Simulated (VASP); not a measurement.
# CdTe (P6_3/mmc) in VASP: further runs, part 2 of 2

VASP 6.6.1.

## (4) Single point, PBE

File INCAR:

```
SYSTEM = CdTe
PREC = Accurate
ENCUT = 520
EDIFF = 1E-6
ISMEAR = -1
SIGMA = 0.02
LREAL = .FALSE.
LASPH = .TRUE.
NELM = 100
ALGO = Normal
ISIF = 2
LWAVE = .FALSE.
LCHARG = .FALSE.
GGA = PE
NBANDS = 26
```

File KPOINTS:

```
Automatic mesh
0
G
  6 6 4
  0 0 0
```

File POSCAR:

```
CdTe
1.0
    4.3149846324      0.0000000000      0.0000000000
   -2.1574923162      3.7368863086      0.0000000000
    0.0000000000      0.0000000000      7.0705358683
Cd Te
2 2
Direct
    0.0000000000      0.0000000000      0.0000000000
    0.0000000000      0.0000000000      0.5000000000
    0.3333333333      0.6666666667      0.2500000000
    0.6666666667      0.3333333333      0.7500000000
```

Potentials or basis: VASP PAW PBE potentials, release 64 (Cd, Te).

The run is started by

```
> cat potpaw_PBE.64/Cd/POTCAR potpaw_PBE.64/Te/POTCAR > POTCAR
> mpirun -np 1 vasp_std > vasp.out
```

OUTCAR:

```text
SYSTEM = CdTe
   PREC = Accurate
   ENCUT = 520
   EDIFF = 1E-6
   ISMEAR = -1
   LREAL = .FALSE.
   LASPH = .TRUE.
   NELM = 100
   ISIF = 2
   GGA = PE

 ion  position               nearest neighbor table
   1  0.000  0.000  0.000-   3 3.05   4 3.05   4 3.05   3 3.05   4 3.05   3 3.05   2 3.54   2 3.54

   2  0.000  0.000  0.500-   3 3.05   4 3.05   4 3.05   3 3.05   4 3.05   3 3.05   1 3.54   1 3.54

   3  0.333  0.667  0.250-   1 3.05   2 3.05   1 3.05   2 3.05   1 3.05   2 3.05
   4  0.667  0.333  0.750-   1 3.05   2 3.05   1 3.05   2 3.05   1 3.05   2 3.05

[... 805 lines left out ...]
  --------------------------------------------------------------------------------------
  -------------------------------------------------------------------------------------
  Total        0.9338676      0.9338676      0.8231526      0.0000000      0.0000000     -0.0000000
  in kB       13.1236441     13.1236441     11.5677658      0.0000000      0.0000000     -0.0000000
  external PRESSURE =      12.6050180 kB  Pullay stress =       0.0000000 kB

 VOLUME and BASIS-vectors are now :
 -----------------------------------------------------------------------------
  energy-cutoff  :      520.00
  volume of cell :      114.01
      direct lattice vectors                 reciprocal lattice vectors
     4.314984632  0.000000000  0.000000000     0.231750536  0.133801234  0.000000000
    -2.157492316  3.736886309  0.000000000     0.000000000  0.267602468  0.000000000
     0.000000000  0.000000000  7.070535868     0.000000000  0.000000000  0.141431996

 POSITION                                       TOTAL-FORCE (eV/Angst)
 -----------------------------------------------------------------------------------
      0.00000      0.00000      0.00000        -0.000000      0.000000     -0.000000
      0.00000      0.00000      3.53527        -0.000000      0.000000     -0.000000
     -0.00000      2.49126      1.76763        -0.000000      0.000000      0.000000
      2.15749      1.24563      5.30290         0.000000     -0.000000      0.000000
 -----------------------------------------------------------------------------------
    total drift:                                0.000000     -0.000000      0.000000

  FREE ENERGIE OF THE ION-ELECTRON SYSTEM (eV)
  ---------------------------------------------------
  free  energy   TOTEN  =        -8.7893771396 eV

  energy  without entropy=       -8.7878166520  energy(sigma->0) =       -8.78859690
```

Run time: 26 s. Hardware: 1 thread of Intel Xeon 6975P-C (Granite Rapids), shared host; peak memory 0.25 GiB.

Results:

* Free energy: -8.7894 eV
* Pressure: 1.3 GPa
* Band gap on the k mesh: zero (bands 18 and 19 overlap by 0.96 eV)

Stress tensor (GPa, compression positive):
```
1.31 0.00 0.00
0.00 1.31 0.00
0.00 0.00 1.16
```

Caveat: spin-orbit coupling is left out, which moves the levels of the heavy elements.

## (5) Single point, PBE

File INCAR:

```
PREC = Accurate
ENCUT = 520
EDIFF = 1E-6
ISMEAR = 1
SIGMA = 0.2
LREAL = False
LASPH = True
NELM = 100
ALGO = Normal
ISIF = 2
LWAVE = False
LCHARG = False
GGA = PE
NBANDS = 26
```

File KPOINTS:

```
regular mesh
0
Gamma
  6 6 4
```

POSCAR is that of step 4.

The run is started by

```
> cat potpaw_PBE.64/Cd/POTCAR potpaw_PBE.64/Te/POTCAR > POTCAR
> mpirun -np 1 vasp_std > vasp.out
```

Run time: 25 s. Hardware: 1 thread of Intel Xeon 6975P-C (Granite Rapids), shared host; peak memory 0.25 GiB.

The run converged. Its results:

```yaml
Free_energy: -8.7886 eV
Pressure: 1.2 GPa
Band_gap_on_the_k_mesh: zero (bands 18 and 19 overlap by 0.96 eV)
```

Stress tensor (GPa, compression positive):
```
1.27 0.00 0.00
0.00 1.27 0.00
0.00 0.00 1.17
```

Levels at points of the mesh, in eV from the Fermi level:
```csv
k point,band 16,band 17,band 18,band 19,band 20,band 21
"(0.00, 0.00, 0.00)",-0.55,-0.13,-0.13,-0.08,2.41,4.79
"(0.50, 0.00, 0.00)",-2.31,-2.17,-0.14,1.34,2.17,2.72
"(0.00, 0.00, 0.50)",-0.36,-0.36,-0.36,2.15,2.15,4.86
"(0.50, 0.00, 0.50)",-1.46,-1.35,-1.35,0.80,0.80,4.07
```

Caveat: spin-orbit coupling is left out, which moves the levels of the heavy elements.

## (6) Summary

| level | k mesh | smearing | grid for exact exchange (PRECFOCK) | share of exact exchange | screening parameter | gap on the mesh (eV) | pressure (GPa) |
| --- | --- | --- | --- | --- | --- | --- | --- |
| HSE06 | 6 × 6 × 2 | fermi-dirac 0.02 eV | Normal | 0.25 | 0.2079 1/Å | none | -0.3 |
| PBE | 6 × 6 × 4 | fermi-dirac 0.02 eV | - | - | - | none | 1.3 |
| PBE | 6 × 6 × 4 | methfessel-paxton 0.2 eV | - | - | - | none | 1.2 |

Alike in all rows: task single point; potentials or basis VASP PAW PBE potentials, release 64 (Cd, Te); no spin polarisation; cell as given; cutoff (eV) 520.

Caveats: some runs use coarse meshes; spin-orbit coupling is left out, which moves the levels of the heavy elements; the PAW data sets were made with another functional, which shifts forces and pressure a little (at least some runs).

Absolute energies hang on the potentials; compare differences alone.
